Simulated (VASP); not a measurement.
**PbS: single point with r2SCAN**

The system is PbS.

```xyz
2
Lattice="0.0000 3.3010 3.3010 3.3010 0.0000 3.3010 3.3010 3.3010 0.0000" Properties=species:S:1:pos:R:3 pbc="T T T"
Pb    0.0000    0.0000    0.0000
S     1.6505    1.6505    1.6505
```

```yaml
Program: VASP 6.6.1
Task: single point
Functional: r2SCAN
Potentials_or_basis: VASP PAW PBE potentials, release 64 (Pb_d, S)
Cutoff: 520 eV
k_mesh: 6 × 6 × 6
Occupations: fermi-dirac, width 0.02 eV
Spin: no spin polarisation
```

```json
{"Pressure": "0.0 GPa", "Band gap on the k mesh": "1.07 eV (least direct gap 1.44 eV)"}
```

Levels at points of the mesh, in eV from the valence-band top:
| k point | band 6 | band 7 | band 8 | band 9 | band 10 | band 11 | band 12 | band 13 | band 14 | band 15 |
| --- | --- | --- | --- | --- | --- | --- | --- | --- | --- | --- |
| (0.00, 0.00, 0.00) | -13.09 | -5.91 | -1.73 | -1.73 | -1.73 | 2.85 | 2.85 | 2.85 | 5.53 | 9.21 |
| (0.50, 0.00, 0.00) | -12.34 | -7.81 | -2.24 | -2.24 | -1.83 | 3.58 | 3.58 | 3.95 | 7.35 | 9.01 |
| (0.50, 0.50, 0.00) | -12.04 | -8.22 | -2.95 | -2.95 | -0.37 | 1.07 | 5.58 | 5.58 | 6.37 | 9.16 |

Wall time 2.6 min on 1 thread of AMD EPYC 7R13, with other jobs on the host, peak memory 0.19 GiB.

Caveat: the PAW data sets were made with another functional, which shifts forces and pressure a little; spin-orbit coupling is left out, which moves the levels of the heavy elements. A k mesh can miss the band edges.
